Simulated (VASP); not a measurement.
# Al (P-1) in VASP: single point with PBE

Aim: the single point of Al with PBE.

Everything below comes from runs of VASP 6.6.1. Logs are shortened: lines on timing, memory, paths and dates and some standing lists are left out, and cuts for length are marked.

**1. The cell of the first run**

The typed cell holds 1 atom: a = 2.810 Å, b = 2.752 Å, c = 2.786 Å, α = 107.06°, β = 112.51°, γ = 110.94°.

**2. Single point, PBE (the cell strained at random)**

Input file INCAR:

```
ALGO = Fast
EDIFF = 1E-6
ENCUT = 520
GGA = PE
ISIF = 2
ISMEAR = -1
LASPH = T
LCHARG = T
LELF = T
LREAL = F
LVHAR = T
LWAVE = F
NBANDS = 8
NELM = 100
PREC = Accurate
SIGMA = 0.05
```

Input file KPOINTS:

```
k-points
0
Gamma
  12 12 12
```

Input file POSCAR:

```
Al
1.0
   -1.6989500000      1.5643060000      1.6007980000
    1.6309530000     -1.5829090000      1.5514040000
    1.6603660000      1.5443250000     -1.6194010000
Al
1
Direct
   -0.0006930000      0.0123870000      0.0058490000
```

Potentials or basis: VASP PAW PBE potentials, release 64 (Al).

On the command line:

```console
cat potpaw_PBE.64/Al/POTCAR > POTCAR
mpirun -np 1 vasp_std > vasp.out
```

OUTCAR:

```text
EDIFF = 1E-6
   ENCUT = 520
   GGA = PE
   ISIF = 2
   ISMEAR = -1
   LASPH = T
   LREAL = F
   NELM = 100
   PREC = Accurate

 ion  position               nearest neighbor table
   1  0.999  0.012  0.006-

  LATTYP: Found a triclinic cell.
 ALAT       =     2.7518108514
 B/A-ratio  =     1.6184214775
 C/A-ratio  =     0.9759728765
 COS(alpha) =     0.0035186945
 COS(beta)  =     0.3463888940
 COS(gamma) =     0.8013876150

  Lattice vectors:

 A1 = (  -1.6309530000,   1.5829090000,  -1.5514040000)
 A2 = (   0.0294130000,   3.1272340000,  -3.1708050000)
 A3 = (  -1.5923690000,  -1.5257220000,  -1.5328010000)

Analysis of symmetry for initial positions (statically):
=====================================================================
 Subroutine PRICEL returns:
 Original cell was already a primitive cell.

 Routine SETGRP: Setting up the symmetry group for a
 triclinic supercell.

 Subroutine GETGRP returns: Found  2 space group operations
 (whereof  1 operations were pure point group operations)
 out of a pool of  2 trial point group operations.

The static configuration has the point symmetry C_1 .
 The point group associated with its full space group is S_2 .

Analysis of symmetry for dynamics (positions and initial velocities):
=====================================================================
 Subroutine PRICEL returns:
 Original cell was already a primitive cell.

 Routine SETGRP: Setting up the symmetry group for a
 triclinic supercell.

 Subroutine GETGRP returns: Found  2 space group operations
 (whereof  1 operations were pure point group operations)
 out of a pool of  2 trial point group operations.

The dynamic configuration has the point symmetry C_1 .
 The point group associated with its full space group is S_2 .

 Subroutine INISYM returns: Found  2 space group operations
 (whereof  1 operations are pure point group operations),
 and found     1 'primitive' translations

----------------------------------------------------------------------------------------

                                     Primitive cell

  volume of cell :      16.1157

  direct lattice vectors                    reciprocal lattice vectors
    -1.698950000  1.564306000  1.600798000     0.010393109  0.323725237  0.319373238
     1.630953000 -1.582909000  1.551404000     0.310590590  0.005793769  0.323972578
     1.660366000  1.544325000 -1.619401000     0.307822924  0.325556912  0.008561434

  length of vectors
[... 76 lines left out ...]
   LSORBIT =      F    spin-orbit coupling
   LASPH  =      T    aspherical Exc in radial PAW
   ENCUT  =  520.0 eV  38.22 Ry    6.18 a.u.   5.22  5.12  5.18*2*pi/ulx,y,z
   NELM   =    100;   NELMIN=  2; NELMDL= -5     # of ELM steps
   EDIFF  = 0.1E-05   stopping-criterion for ELM
   LREAL  =      F    real-space projection
   EDIFFG = 0.1E-04   stopping-criterion for IOM
   NSW    =      0    number of steps for IOM
   IBRION =     -1    ionic relax: 0-MD 1-quasi-New 2-CG
   NFREE  =      0    steps in history (QN), initial steepest desc. (CG)
   ISIF   =      2    stress and relaxation
   ISYM   =      2    0-nonsym 1-usesym 2-fastsym
   POTIM  = 0.5000    time-step for ionic-motion
   TEBEG  =    0.0;   TEEND  =   0.0 temperature during run
   PSTRESS=    0.0 pullay stress
   NELECT =       3.0000    total number of electrons
   NUPDOWN=      -1.0000    fix difference up-down
   EMIN   =  10.00;   EMAX   =-10.00  energy-range for DOS
   EFERMI =   0.00;   METHOD = LEGACY
   ISMEAR =    -1;   SIGMA  =   0.05  broadening in eV -4-tet -1-fermi 0-gaus
   EFERMI_NEDOS =   21; number of points for ismear=-14 and -15
   IALGO  =     68    algorithm
   IMIX   =      4    mixing-type and parameters
     AMIX     =   0.40;   BMIX     =  1.00
     AMIX_MAG =   1.60;   BMIX_MAG =  1.00
  volume/ion in A,a.u.               =      16.12       108.75
  Fermi-wavevector in a.u.,A,eV,Ry     =   0.934757  1.766434 11.888369  0.873770
  Thomas-Fermi vector in A             =   2.061594
   LORBIT       =      0    0 simple, 1 ext, 2 COOP (PROOUT), +10 PAW based schemes
   GGA     = PE    functional components
   LHFCALC =     F    Hartree Fock is set to
   AEXX    =    0.0000 exact exchange contribution
   IVDW    =     0    specifies the selected vdW correction
   LEPSILON=     F    determine dielectric tensor
   LRPA    =     F    only Hartree local field effects (RPA)
 non-spin polarized calculation
 RMM-DIIS sequential band-by-band and
  energy-cutoff  :      520.00
  volume of cell :       16.12
 maximum number of plane-waves:       447
 NGX is ok and might be reduce to    24
   NGX = 11   NGY = 11   NGZ = 11

 number of electron       3.0000000 magnetization

 Free energy of the ion-electron system (eV)
  ---------------------------------------------------
  ext. energy  EPLUGINS =         0.00000000
  ---------------------------------------------------
  free energy    TOTEN  =        -3.63601763 eV

  energy without entropy =       -3.63205615  energy(sigma->0) =       -3.63403689

 E-fermi :   8.2448     XC(G=0): -10.2856

 val. band max:        8.2430200487   @ k =   0.2500   0.0833   0.5000
 cond. band min:       8.2489242907   @ k =  -0.3333  -0.2500   0.4167
 fundamental gap:      0.0059042421
 Fermi energy:         8.2448287208

 k-point     1 :       0.0000    0.0000    0.0000
  band No.  band energies     occupation
      1      -3.0468      2.00000
      2      20.9022      0.00000
      3      21.3405      0.00000
      4      22.2395      0.00000
      5      22.5444      0.00000
      6      23.1742      0.00000
      7      24.0383      0.00000
      8      24.3233      0.00000
[... 243 lines left out ...]
 k-point    24 :       0.3333    0.1667    0.0000
  band No.  band energies     occupation
      1       2.8332      2.00000
      2       7.5109      2.00000
      3      11.4683      0.00000
      4      15.6958      0.00000
      5      19.5976      0.00000
      6      24.0767      0.00000
      7      26.5636      0.00000
      8      29.5033      0.00000

 [... further k-points ...]
[... 5 lines left out ...]
  --------------------------------------------------------------------------------------
  -------------------------------------------------------------------------------------
  Total        0.5066957      0.3363134      0.3394721      0.0459379      0.0588271      0.1404178
  in kB       50.3741907     33.4352862     33.7493106      4.5670120      5.8484121     13.9599237
  external PRESSURE =      39.1862625 kB  Pullay stress =       0.0000000 kB

 VOLUME and BASIS-vectors are now :
 -----------------------------------------------------------------------------
  energy-cutoff  :      520.00
  volume of cell :       16.12
      direct lattice vectors                 reciprocal lattice vectors
    -1.698950000  1.564306000  1.600798000     0.010393109  0.323725237  0.319373238
     1.630953000 -1.582909000  1.551404000     0.310590590  0.005793769  0.323972578
     1.660366000  1.544325000 -1.619401000     0.307822924  0.325556912  0.008561434

 POSITION                                       TOTAL-FORCE (eV/Angst)
 -----------------------------------------------------------------------------------
     -1.66786      1.55265      1.60943         0.000000     -0.000000     -0.000000
 -----------------------------------------------------------------------------------
    total drift:                               -0.000000      0.000000     -0.000000

  FREE ENERGIE OF THE ION-ELECTRON SYSTEM (eV)
  ---------------------------------------------------
  free  energy   TOTEN  =        -3.6360176259 eV

  energy  without entropy=       -3.6320561524  energy(sigma->0) =       -3.63403689
```

OSZICAR:

```text
N       E                     dE             d eps       ncg     rms          rms(c)
DAV:   1    -0.226079557038E+01   -0.22608E+01   -0.86697E+02 13960   0.204E+02
DAV:   2    -0.365407242814E+01   -0.13933E+01   -0.13490E+01 19464   0.188E+01
DAV:   3    -0.366103561336E+01   -0.69632E-02   -0.69566E-02 17016   0.147E+00
DAV:   4    -0.366105607756E+01   -0.20464E-04   -0.20464E-04 20616   0.710E-02
DAV:   5    -0.366105614741E+01   -0.69847E-07   -0.69051E-07 17192   0.265E-03    0.130E+00
RMM:   6    -0.364629254109E+01    0.14764E-01   -0.11500E-03 13891   0.186E-01    0.757E-01
RMM:   7    -0.363600035520E+01    0.10292E-01   -0.36576E-03 15763   0.317E-01    0.119E-01
RMM:   8    -0.363601479354E+01   -0.14438E-04   -0.17716E-04 15344   0.827E-02    0.199E-02
RMM:   9    -0.363601730235E+01   -0.25088E-05   -0.23132E-05 15595   0.298E-02    0.133E-02
RMM:  10    -0.363601762591E+01   -0.32356E-06   -0.43446E-06 15979   0.130E-02
   1 F= -.36360176E+01 E0= -.36340369E+01  d E =-.396147E-02
```

stdout:

```text
POSCAR found type information on POSCAR Al
 POSCAR found :  1 types and       1 ions
 scaLAPACK will be used
 LDA part: xc-table for (Slater+PW92), standard interpolation
 POSCAR, INCAR and KPOINTS ok, starting setup
 FFT: planning ... GRIDC
 FFT: planning ... GRID_SOFT
 FFT: planning ... GRID
 WAVECAR not read
 entering main loop
```

Wall time 23 s (1 thread of Intel Xeon 6975P-C (Granite Rapids), shared host); peak memory 0.21 GiB.

Results:

* Free energy: -3.6360 eV
* Pressure: 3.9 GPa

Caveat: the cell differs from its parent crystal (the cell strained at random).
